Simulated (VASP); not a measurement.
# Pt: single point with PBE

Crystal: Pt.

```xyz
4
Lattice="3.0692 0.0000 0.0000 -1.5346 2.6580 0.0000 0.0000 0.0000 8.3591" Properties=species:S:1:pos:R:3 pbc="T T T"
Pt    0.0000    0.0000    2.0898
Pt    0.0000    0.0000    6.2693
Pt    0.0000    1.7720    6.2693
Pt    1.5346    0.8860    2.0898
```

This isn't the form of Pt at room conditions, which is fcc.

```yaml
Program: VASP 6.6.1
Task: single point
Functional: PBE
Potentials_or_basis: VASP PAW PBE potentials, release 64 (Pt)
Cutoff: 520 eV
k_mesh: 6 × 6 × 2
Occupations: gaussian, width 0.1 eV
Spin: no spin polarisation
Dipole_correction: no
Further_INCAR_settings: ALGO = Normal; EDIFF = 1e-06; NBANDS = 28
```

```
Pressure               : 361.1 GPa
Band gap on the k mesh : zero (bands 20 and 21 overlap by 4.71 eV)
```

Stress tensor (GPa, compression positive):
```
541.62   0.00   0.00
  0.00 541.62   0.00
  0.00   0.00   0.21
```

Levels at points of the mesh, in eV from the Fermi level:
```tsv
k point	band 18	band 19	band 20	band 21	band 22	band 23
(0.00, 0.00, 0.00)	-2.51	-2.51	-2.48	-2.48	-1.19	-1.09
(0.50, 0.00, 0.00)	-1.27	-0.22	-0.22	0.86	0.86	3.70
(0.00, 0.00, 0.50)	-2.49	-2.49	-2.49	-2.08	-2.08	-1.14
(0.50, 0.00, 0.50)	-1.61	-0.22	-0.22	0.86	0.86	4.90
```

It took 38 s on 1 thread of Intel Xeon 8259CL, with other jobs on the host, peak memory 0.18 GiB.

Caveat: the k points lie up to 0.39 Å⁻¹ apart, too coarse for converged energies and pressures of a metal; atoms lie so close that the PAW spheres overlap strongly, which falsifies energies and pressures; spin-orbit coupling is left out, which moves the levels of the heavy elements.
